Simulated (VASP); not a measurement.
In3SbAs2:

```xyz
6
Lattice="4.1749 0.0000 0.0000 -2.0874 3.6155 0.0000 0.0000 0.0000 10.2263" Properties=species:S:1:pos:R:3 pbc="T T T"
In    0.0000    0.0000    0.0000
In    0.0000    2.4104    6.8175
In    2.0874    1.2052    3.4088
Sb    0.0000    0.0000    2.5566
As    0.0000    2.4104    9.3741
As    2.0874    1.2052    5.9653
```

- Program: VASP 6.6.1
- Task: relaxation of cell and atoms
- Functional: PBE
- Potentials or basis: VASP PAW PBE potentials, release 64 (In_d, Sb, As)
- Cutoff: 600 eV
- k mesh: 6 × 6 × 2
- Occupations: gaussian, width 0.1 eV
- Spin: no spin polarisation

At the start: pressure 16.3 GPa; volume 25.73 Å³/atom.

**Question.** How do energy, volume and symmetry change on relaxing?

**Answer.** Over 10 steps the energy falls by 286.1 meV/atom and the volume is 31.90 Å³/atom (+24.0 %); space group P3m1 (No. 156, to 0.1 Å) before and after.

The path:
```tsv
step	energy change (eV)	largest force (eV/Å)	pressure (GPa)	volume (Å³)
1	0.0000	1.5832	16.27	154.36
2	-1.2396	0.2183	-4.30	220.39
3	-1.6568	0.5359	-0.14	192.78
4	-1.6564	0.5232	-0.37	193.61
5	-1.6798	0.3441	-0.26	193.06
6	-1.7050	0.4084	0.03	191.40
7	-1.7056	0.3800	-0.03	191.63
8	-1.7147	0.1178	0.05	191.12
9	-1.7147	0.1164	0.06	191.10
10	-1.7164	0.0130	-0.02	191.41
```

Final structure:
```yaml
crystal:
  lattice:
    - [4.48542, 0.00000, 0.00000]
    - [-2.24271, 3.88449, 0.00000]
    - [0.00000, 0.00000, 10.98553]
  atoms:
    - { symbol: In, position: [0.00000, 0.00000, 0.98740] }
    - { symbol: In, position: [0.33333, 0.66667, 0.66649] }
    - { symbol: In, position: [0.66667, 0.33333, 0.34683] }
    - { symbol: Sb, position: [0.00000, 0.00000, 0.24830] }
    - { symbol: As, position: [0.33333, 0.66667, 0.91079] }
    - { symbol: As, position: [0.66667, 0.33333, 0.59020] }
```

Caveat: the volume moved by over 15 % at a fixed basis, so the end points are rough.
